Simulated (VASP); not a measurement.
Input of a VASP 6.6.1 run:

The input INCAR:

```
SYSTEM = Ti
PREC     = Accurate       ! precision mode
ENCUT    = 520            ! plane-wave cutoff, eV
EDIFF    = 1E-7           ! SCF threshold, eV
ISMEAR   = 0              ! smearing method
SIGMA    = 0.1            ! smearing width, eV
LREAL    = .False.        ! projectors in reciprocal space
LASPH    = .True.         ! aspherical terms in the spheres
NELM     = 60             ! most SCF steps
ALGO     = Fast           ! electronic algorithm
ISIF     = 2              ! what is computed and relaxed
LWAVE    = .False.        ! write WAVECAR
LCHARG   = .False.        ! write CHGCAR
GGA      = PS             ! functional
NBANDS   = 19             ! bands
```

KPOINTS

```
Automatic mesh
0
Gamma
  24 24 12
  0 0 0
```

File POSCAR:

```
Ti
1.0
    2.9294395523      0.0000000000      0.0000000000
   -1.4647197762      2.5369690712      0.0000000000
    0.0000000000      0.0000000000      4.5634445039
Ti
2
Direct
    0.3333333333      0.6666666667      0.2500000000
    0.6666666667      0.3333333333      0.7500000000
```

Potentials or basis: VASP PAW PBE potentials, release 64 (Ti_sv).

The run is started by

```console
$ cat potpaw_PBE.64/Ti_sv/POTCAR > POTCAR
$ mpirun -np 1 vasp_std > vasp.out
```

Problem. Predict the pressure.

Solution. -1.9 GPa.

Problem. Estimate the band gap on the k mesh.

Solution. Zero (bands 12 and 13 overlap by 1.15 eV).

Stress tensor (GPa, compression positive):
```
-2.42  0.00  0.00
 0.00 -2.42  0.00
 0.00  0.00 -0.72
```

Caveat: the cell differs from its parent crystal (biaxial strain in the a-b plane: +1.0 %); the PAW data sets were made with another functional, which shifts forces and pressure a little.
